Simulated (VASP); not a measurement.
# Ga (Cmce) in VASP: further runs

The runs below take Ga through electric field gradients, with PBEsol.

All numbers are computed with VASP 6.6.1; they aren't measurements. Logs are shortened: lines on timing, memory, paths and dates and some standing lists are left out, and cuts for length are marked.

### 1 The cell of the first run

Symmetry: Cmce, No. 64, orthorhombic system. The conventional cell has a = 4.511 Å, b = 7.645 Å, c = 4.426 Å, α = 90.00°, β = 90.00°, γ = 90.00°. Within 3.2 Å of Ga (site symmetry m) lie 7 Ga at 2.43 to 2.79 Å.

### 2 Electric field gradients, PBEsol (zz strain of -2 %)

Contents of INCAR:

```
SYSTEM = Ga
  PREC = Accurate
  ENCUT = 520
  EDIFF = 1E-8
  ISMEAR = -1
  SIGMA = 0.05
  LREAL = .False.
  LASPH = .True.
  NELM = 80
  ALGO = Normal
  ISIF = 2
  LWAVE = .False.
  LCHARG = .False.
  GGA = PS
  LEFG = .True.
  NBANDS = 34
```

Contents of KPOINTS:

```
Automatic mesh
0
Gamma
  9 9 8
  0 0 0
```

Contents of POSCAR:

```
Ga
1.0
    2.2553500000     -3.8224000000      0.0000000000
    2.2553500000      3.8224000000      0.0000000000
    0.0000000000      0.0000000000      4.4263660000
Ga
4
Direct
    0.1525000000      0.8475000000      0.0785000000
    0.6525000000      0.3475000000      0.4215000000
    0.8475000000      0.1525000000      0.9215000000
    0.3475000000      0.6525000000      0.5785000000
```

Potentials or basis: VASP PAW PBE potentials, release 64 (Ga_d).

Started as:

```bash
$ cat potpaw_PBE.64/Ga_d/POTCAR > POTCAR
$ mpirun -np 1 vasp_std > vasp.out
```

OUTCAR:

```text
SYSTEM = Ga
   PREC = Accurate
   ENCUT = 520
   EDIFF = 1E-8
   ISMEAR = -1
   LREAL = .False.
   LASPH = .True.
   NELM = 80
   ISIF = 2
   GGA = PS

 ion  position               nearest neighbor table
   1  0.153  0.847  0.078-   3 2.43   4 2.67   4 2.67   2 2.72   2 2.72   3 2.79   3 2.79
   2  0.653  0.347  0.422-   4 2.43   3 2.67   3 2.67   1 2.72   1 2.72   4 2.79   4 2.79
   3  0.847  0.153  0.922-   1 2.43   2 2.67   2 2.67   4 2.72   4 2.72   1 2.79   1 2.79
   4  0.347  0.653  0.578-   2 2.43   1 2.67   1 2.67   3 2.72   3 2.72   2 2.79   2 2.79

  LATTYP: Found a base centered orthorhombic cell.
 ALAT       =     4.5107000000
 B/A-ratio  =     1.6948145521
 C/A-ratio  =     0.9813035671

  Lattice vectors:

 A1 = (   2.2553500000,  -3.8224000000,   0.0000000000)
 A2 = (   2.2553500000,   3.8224000000,   0.0000000000)
 A3 = (   0.0000000000,   0.0000000000,   4.4263660000)

Analysis of symmetry for initial positions (statically):
=====================================================================
 Subroutine PRICEL returns:
 Original cell was already a primitive cell.

 Routine SETGRP: Setting up the symmetry group for a
 base centered orthorhombic supercell.

 Subroutine GETGRP returns: Found  8 space group operations
 (whereof  4 operations were pure point group operations)
 out of a pool of  8 trial point group operations.

The static configuration has the point symmetry C_2h.
 The point group associated with its full space group is D_2h.

Analysis of symmetry for dynamics (positions and initial velocities):
=====================================================================
 Subroutine PRICEL returns:
 Original cell was already a primitive cell.

 Routine SETGRP: Setting up the symmetry group for a
 base centered orthorhombic supercell.

 Subroutine GETGRP returns: Found  8 space group operations
 (whereof  4 operations were pure point group operations)
 out of a pool of  8 trial point group operations.

The dynamic configuration has the point symmetry C_2h.
 The point group associated with its full space group is D_2h.

 Subroutine INISYM returns: Found  8 space group operations
 (whereof  4 operations are pure point group operations),
 and found     1 'primitive' translations

----------------------------------------------------------------------------------------

                                     Primitive cell
[... 144 lines left out ...]

 val. band max:        5.0691833217   @ k =  -0.4444   0.3333   0.3750
 cond. band min:       5.1228793201   @ k =  -0.2222   0.1111   0.2500
 fundamental gap:      0.0536959983
 Fermi energy:         5.0744080899

 k-point     1 :       0.0000    0.0000    0.0000
  band No.  band energies     occupation
      1     -10.0261      2.00000
      2     -10.0112      2.00000
      3     -10.0101      2.00000
      4      -9.9782      2.00000
      5      -9.9231      2.00000
      6      -9.8975      2.00000
[... 877 lines left out ...]
     33      11.7709      0.00000
     34      12.9544      0.00000

 [... further k-points ...]

------------------------ aborting loop because EDIFF is reached ----------------------------------------

  FORCE on cell =-STRESS in cart. coord.  units (eV):
  Direction    XX          YY          ZZ          XY          YZ          ZX
  --------------------------------------------------------------------------------------
  -------------------------------------------------------------------------------------
  Total       -0.2657820      0.3180063     -0.0216587      0.0000000      0.0000000      0.0000000
  in kB       -5.5796732      6.6760392     -0.4546911      0.0000000      0.0000000      0.0000000
  external PRESSURE =       0.2138916 kB  Pullay stress =       0.0000000 kB

 VOLUME and BASIS-vectors are now :
 -----------------------------------------------------------------------------
  energy-cutoff  :      520.00
  volume of cell :       76.32
      direct lattice vectors                 reciprocal lattice vectors
     2.255350000 -3.822400000  0.000000000     0.221695081 -0.130807869  0.000000000
     2.255350000  3.822400000  0.000000000     0.221695081  0.130807869  0.000000000
     0.000000000  0.000000000  4.426366000     0.000000000  0.000000000  0.225918959

 POSITION                                       TOTAL-FORCE (eV/Angst)
 -----------------------------------------------------------------------------------
      2.25535      2.65657      0.34747         0.000000     -0.371301      0.098697
      2.25535     -1.16583      1.86571         0.000000     -0.371301     -0.098697
      2.25535     -2.65657      4.07890         0.000000      0.371301     -0.098697
      2.25535      1.16583      2.56065         0.000000      0.371301      0.098697
 -----------------------------------------------------------------------------------
    total drift:                                0.000000      0.000000     -0.000000

  FREE ENERGIE OF THE ION-ELECTRON SYSTEM (eV)
  ---------------------------------------------------
  free  energy   TOTEN  =       -13.3815590699 eV

  energy  without entropy=      -13.3735331499  energy(sigma->0) =      -13.37754611

 Electric field gradients (V/A^2)
---------------------------------------------------------------------
 ion       V_xx      V_yy      V_zz      V_xy      V_xz      V_yz
---------------------------------------------------------------------
   1      32.525   -40.654     8.129     0.000     0.000    26.759
   2      32.525   -40.654     8.129     0.000     0.000   -26.759
   3      32.525   -40.654     8.129     0.000     0.000    26.759
   4      32.525   -40.654     8.129    -0.000    -0.000   -26.759
---------------------------------------------------------------------

 Electric field gradients after diagonalization (V/A^2)
 (convention: |V_zz| > |V_xx| > |V_yy|)
----------------------------------------------------------------------
 ion       V_xx      V_yy      V_zz     asymmetry (V_yy - V_xx)/ V_zz
----------------------------------------------------------------------
   1      32.525    19.945   -52.470       0.240
   2      32.525    19.945   -52.470       0.240
   3      32.525    19.945   -52.470       0.240
   4      32.525    19.945   -52.470       0.240
----------------------------------------------------------------------

           NMR quadrupolar parameters

 Cq : quadrupolar parameter    Cq=e*Q*V_zz/h
 eta: asymmetry parameters     (V_yy - V_xx)/ V_zz
 Q  : nuclear electric quadrupole moment in mb (millibarn)
----------------------------------------------------------------------
 ion       Cq(MHz)       eta       Q (mb)
----------------------------------------------------------------------
   1      -0.127       0.240       1.000
   2      -0.127       0.240       1.000
   3      -0.127       0.240       1.000
   4      -0.127       0.240       1.000
----------------------------------------------------------------------
```

OSZICAR:

```text
N       E                     dE             d eps       ncg     rms          rms(c)
DAV:   1     0.359429195436E+03    0.35943E+03   -0.25440E+04  8732   0.290E+03
DAV:   2     0.312833189936E+02   -0.32815E+03   -0.31985E+03  8764   0.538E+02
DAV:   3    -0.121851735695E+02   -0.43468E+02   -0.42951E+02  9660   0.153E+02
DAV:   4    -0.135593115835E+02   -0.13741E+01   -0.13683E+01  9876   0.304E+01
DAV:   5    -0.135879488575E+02   -0.28637E-01   -0.28629E-01 10858   0.453E+00    0.278E+00
DAV:   6    -0.134213026368E+02    0.16665E+00   -0.33352E-01 10852   0.801E+00    0.144E+00
DAV:   7    -0.133848671856E+02    0.36435E-01   -0.79073E-02 12558   0.299E+00    0.360E-01
DAV:   8    -0.133814557849E+02    0.34114E-02   -0.16683E-02  9142   0.138E+00    0.467E-02
DAV:   9    -0.133815612033E+02   -0.10542E-03   -0.12059E-03  9682   0.375E-01    0.266E-02
DAV:  10    -0.133815591406E+02    0.20627E-05   -0.24645E-04 10052   0.185E-01    0.506E-03
DAV:  11    -0.133815602507E+02   -0.11101E-05   -0.44039E-05 10084   0.816E-02    0.604E-03
DAV:  12    -0.133815589819E+02    0.12687E-05   -0.11331E-05  9852   0.410E-02    0.490E-04
DAV:  13    -0.133815591396E+02   -0.15768E-06   -0.12814E-06 11388   0.760E-03    0.368E-04
DAV:  14    -0.133815591051E+02    0.34524E-07   -0.37488E-08  8678   0.129E-03    0.183E-04
DAV:  15    -0.133815590863E+02    0.18761E-07   -0.62561E-09  4944   0.928E-04    0.813E-05
DAV:  16    -0.133815590694E+02    0.16964E-07   -0.14779E-09  4862   0.288E-04    0.125E-05
DAV:  17    -0.133815590699E+02   -0.56752E-09   -0.27065E-10  4810   0.160E-04
   1 F= -.13381559E+02 E0= -.13377546E+02  d E =-.802592E-02
```

stdout:

```text
POSCAR found type information on POSCAR Ga
 POSCAR found :  1 types and       4 ions
 scaLAPACK will be used
 -----------------------------------------------------------------------------
|                                                                             |
|                                                                             |
|     You enforced a specific xc type in the INCAR file but a different       |
|     I HOPE YOU KNOW WHAT YOU ARE DOING!                                     |
|                                                                             |
 -----------------------------------------------------------------------------

 LDA part: xc-table for (Slater+PW92), standard interpolation
 POSCAR, INCAR and KPOINTS ok, starting setup
 FFT: planning ... GRIDC
 FFT: planning ... GRID_SOFT
 FFT: planning ... GRID
 WAVECAR not read
 entering main loop
ion   1

ion   2

ion   3

ion   4
```

Wall time 11 min (1 thread of Oxide Virtual Turin-like, shared host); peak memory 0.33 GiB.

What came out:

| Property | Result |
| --- | --- |
| Free energy | -13.3816 eV |
| Pressure | 0.0 GPa |
| Largest force | 0.384 eV/Å |
| Band gap on the k mesh | zero (bands 26 and 27 overlap by 1.32 eV) |
| Largest electric field gradient by atom | Ga -52.5 V/Å² |

Forces on the atoms (eV/Å):
```
Ga   0.000 -0.371  0.099
Ga   0.000 -0.371 -0.099
Ga   0.000  0.371 -0.099
Ga   0.000  0.371  0.099
```

Electric field gradients, principal values (V/Å²):
```
atom   least  middle  greatest (by size)
1 Ga  19.945  32.525             -52.470
2 Ga  19.945  32.525             -52.470
3 Ga  19.945  32.525             -52.470
4 Ga  19.945  32.525             -52.470
```

Caveat: the cell differs from its parent crystal (zz strain of -2 %); without QUAD_EFG the Cq values of the log hold for a quadrupole moment of 1 mb, not for the nuclei; the PAW data sets were made with another functional, which shifts forces and pressure a little.

### 3 Electric field gradients, PBEsol (zz strain of -1 %)

Contents of INCAR:

```
ALGO = Normal
EDIFF = 1E-8
ENCUT = 520
GGA = PS
ISIF = 2
ISMEAR = -1
LASPH = T
LCHARG = F
LEFG = T
LREAL = F
LWAVE = F
NBANDS = 34
NELM = 80
PREC = Accurate
SIGMA = 0.05
```

Contents of KPOINTS:

```
k-points
0
Gamma
  9 9 8
```

POSCAR: that of step 2 with these lines changed.

```diff
@@ -4,3 +4,3 @@
     2.2553500000      3.8224000000      0.0000000000
-    0.0000000000      0.0000000000      4.4263660000
+    0.0000000000      0.0000000000      4.4715330000
 Ga
```

Potentials or basis: VASP PAW PBE potentials, release 64 (Ga_d).

Started as:

```bash
$ cat potpaw_PBE.64/Ga_d/POTCAR > POTCAR
$ mpirun -np 1 vasp_std > vasp.out
```

OUTCAR:

```text
EDIFF = 1E-8
   ENCUT = 520
   GGA = PS
   ISIF = 2
   ISMEAR = -1
   LASPH = T
   LREAL = F
   NELM = 80
   PREC = Accurate

 ion  position               nearest neighbor table
   1  0.153  0.847  0.078-   3 2.44   4 2.69   4 2.69   2 2.73   2 2.73   3 2.79   3 2.79
   2  0.653  0.347  0.422-   4 2.44   3 2.69   3 2.69   1 2.73   1 2.73   4 2.79   4 2.79
   3  0.847  0.153  0.922-   1 2.44   2 2.69   2 2.69   4 2.73   4 2.73   1 2.79   1 2.79
   4  0.347  0.653  0.578-   2 2.44   1 2.69   1 2.69   3 2.73   3 2.73   2 2.79   2 2.79

  LATTYP: Found a base centered orthorhombic cell.
 ALAT       =     4.5107000000
 B/A-ratio  =     1.6948145521
 C/A-ratio  =     0.9913168688

  Lattice vectors:

 A1 = (   2.2553500000,  -3.8224000000,   0.0000000000)
 A2 = (   2.2553500000,   3.8224000000,   0.0000000000)
 A3 = (   0.0000000000,   0.0000000000,   4.4715330000)

Analysis of symmetry for initial positions (statically):
=====================================================================
 Subroutine PRICEL returns:
 Original cell was already a primitive cell.

 Routine SETGRP: Setting up the symmetry group for a
 base centered orthorhombic supercell.

 Subroutine GETGRP returns: Found  8 space group operations
 (whereof  4 operations were pure point group operations)
 out of a pool of  8 trial point group operations.

The static configuration has the point symmetry C_2h.
 The point group associated with its full space group is D_2h.

Analysis of symmetry for dynamics (positions and initial velocities):
=====================================================================
 Subroutine PRICEL returns:
 Original cell was already a primitive cell.
[... 1059 lines left out ...]

  FORCE on cell =-STRESS in cart. coord.  units (eV):
  Direction    XX          YY          ZZ          XY          YZ          ZX
  --------------------------------------------------------------------------------------
  -------------------------------------------------------------------------------------
  Total       -0.5594536      0.2341547     -0.5053377      0.0000000      0.0000000      0.0000000
  in kB      -11.6262085      4.8660537    -10.5016080      0.0000000      0.0000000      0.0000000
  external PRESSURE =      -5.7539209 kB  Pullay stress =       0.0000000 kB

 VOLUME and BASIS-vectors are now :
 -----------------------------------------------------------------------------
  energy-cutoff  :      520.00
  volume of cell :       77.10
      direct lattice vectors                 reciprocal lattice vectors
     2.255350000 -3.822400000  0.000000000     0.221695081 -0.130807869  0.000000000
     2.255350000  3.822400000  0.000000000     0.221695081  0.130807869  0.000000000
     0.000000000  0.000000000  4.471533000     0.000000000  0.000000000  0.223636950

 POSITION                                       TOTAL-FORCE (eV/Angst)
 -----------------------------------------------------------------------------------
      2.25535      2.65657      0.35102         0.000000     -0.395795      0.108117
      2.25535     -1.16583      1.88475         0.000000     -0.395795     -0.108117
      2.25535     -2.65657      4.12052         0.000000      0.395795     -0.108117
      2.25535      1.16583      2.58678         0.000000      0.395795      0.108117
 -----------------------------------------------------------------------------------
    total drift:                                0.000000      0.000000     -0.000000

  FREE ENERGIE OF THE ION-ELECTRON SYSTEM (eV)
  ---------------------------------------------------
  free  energy   TOTEN  =       -13.3789018978 eV

  energy  without entropy=      -13.3707846369  energy(sigma->0) =      -13.37484327

 Electric field gradients (V/A^2)
---------------------------------------------------------------------
 ion       V_xx      V_yy      V_zz      V_xy      V_xz      V_yz
---------------------------------------------------------------------
   1      30.774   -40.794    10.019    -0.000     0.000    26.426
   2      30.774   -40.794    10.019     0.000     0.000   -26.426
   3      30.774   -40.794    10.019     0.000     0.000    26.426
   4      30.774   -40.794    10.019    -0.000    -0.000   -26.426
---------------------------------------------------------------------

 Electric field gradients after diagonalization (V/A^2)
 (convention: |V_zz| > |V_xx| > |V_yy|)
----------------------------------------------------------------------
 ion       V_xx      V_yy      V_zz     asymmetry (V_yy - V_xx)/ V_zz
----------------------------------------------------------------------
   1      30.774    21.271   -52.045       0.183
   2      30.774    21.271   -52.045       0.183
   3      30.774    21.271   -52.045       0.183
   4      30.774    21.271   -52.045       0.183
----------------------------------------------------------------------

           NMR quadrupolar parameters

 Cq : quadrupolar parameter    Cq=e*Q*V_zz/h
 eta: asymmetry parameters     (V_yy - V_xx)/ V_zz
 Q  : nuclear electric quadrupole moment in mb (millibarn)
----------------------------------------------------------------------
 ion       Cq(MHz)       eta       Q (mb)
----------------------------------------------------------------------
   1      -0.126       0.183       1.000
   2      -0.126       0.183       1.000
   3      -0.126       0.183       1.000
   4      -0.126       0.183       1.000
----------------------------------------------------------------------
```

OSZICAR:

```text
N       E                     dE             d eps       ncg     rms          rms(c)
DAV:   1     0.358244826938E+03    0.35824E+03   -0.25405E+04  8768   0.290E+03
DAV:   2     0.310656047251E+02   -0.32718E+03   -0.31871E+03  8748   0.537E+02
DAV:   3    -0.121739514762E+02   -0.43240E+02   -0.42724E+02  9594   0.152E+02
DAV:   4    -0.135523588933E+02   -0.13784E+01   -0.13693E+01  9956   0.302E+01
DAV:   5    -0.135813228519E+02   -0.28964E-01   -0.28952E-01 10806   0.452E+00    0.275E+00
DAV:   6    -0.134177094519E+02    0.16361E+00   -0.32905E-01 10932   0.791E+00    0.142E+00
DAV:   7    -0.133821348089E+02    0.35575E-01   -0.78148E-02 12438   0.296E+00    0.357E-01
DAV:   8    -0.133788048813E+02    0.33299E-02   -0.16563E-02  9174   0.138E+00    0.470E-02
DAV:   9    -0.133789050073E+02   -0.10013E-03   -0.12015E-03  9622   0.374E-01    0.268E-02
DAV:  10    -0.133789013915E+02    0.36158E-05   -0.24451E-04  9972   0.182E-01    0.521E-03
DAV:  11    -0.133789033558E+02   -0.19643E-05   -0.43302E-05 10164   0.793E-02    0.625E-03
DAV:  12    -0.133789018357E+02    0.15201E-05   -0.13900E-05 10058   0.462E-02    0.550E-04
DAV:  13    -0.133789019846E+02   -0.14888E-06   -0.13908E-06 11256   0.804E-03    0.454E-04
DAV:  14    -0.133789019319E+02    0.52636E-07   -0.52632E-08  9088   0.170E-03    0.165E-04
DAV:  15    -0.133789019160E+02    0.15963E-07   -0.55738E-09  4952   0.759E-04    0.861E-05
DAV:  16    -0.133789018956E+02    0.20356E-07   -0.13487E-09  4840   0.319E-04    0.131E-05
DAV:  17    -0.133789018978E+02   -0.22028E-08   -0.40290E-10  4800   0.192E-04
   1 F= -.13378902E+02 E0= -.13374843E+02  d E =-.811726E-02
```

It took 12 min on 1 thread of Oxide Virtual Turin-like, shared host; peak memory 0.33 GiB.

What came out:

| Property | Result |
| --- | --- |
| Free energy | -13.3789 eV |
| Pressure | -0.6 GPa |
| Largest force | 0.410 eV/Å |
| Band gap on the k mesh | zero (bands 26 and 27 overlap by 1.30 eV) |
| Largest electric field gradient by atom | Ga -52.0 V/Å² |

Forces on the atoms (eV/Å):
```
Ga   0.000 -0.396  0.108
Ga   0.000 -0.396 -0.108
Ga   0.000  0.396 -0.108
Ga   0.000  0.396  0.108
```

Stress tensor (GPa, compression positive):
```
-1.16  0.00  0.00
 0.00  0.49  0.00
 0.00  0.00 -1.05
```

Levels at points of the mesh, in eV from the Fermi level:
```csv
k point,band 23,band 24,band 25,band 26,band 27,band 28,band 29,band 30
"(0.00, 0.00, 0.00)",-3.61,-1.73,-1.63,-0.92,0.91,0.91,0.93,5.20
"(0.00, 0.00, 0.50)",-0.16,-0.16,-0.03,-0.03,0.11,0.11,2.16,2.16
```

Electric field gradients, principal values (V/Å²):
```csv
atom,least,middle,greatest (by size)
1 Ga,21.271,30.774,-52.045
2 Ga,21.271,30.774,-52.045
3 Ga,21.271,30.774,-52.045
4 Ga,21.271,30.774,-52.045
```

Caveat: the cell differs from its parent crystal (zz strain of -1 %); without QUAD_EFG the Cq values of the log hold for a quadrupole moment of 1 mb, not for the nuclei; the PAW data sets were made with another functional, which shifts forces and pressure a little.

The gap in the log of VASP goes by the Fermi energy; the results here count the filled bands.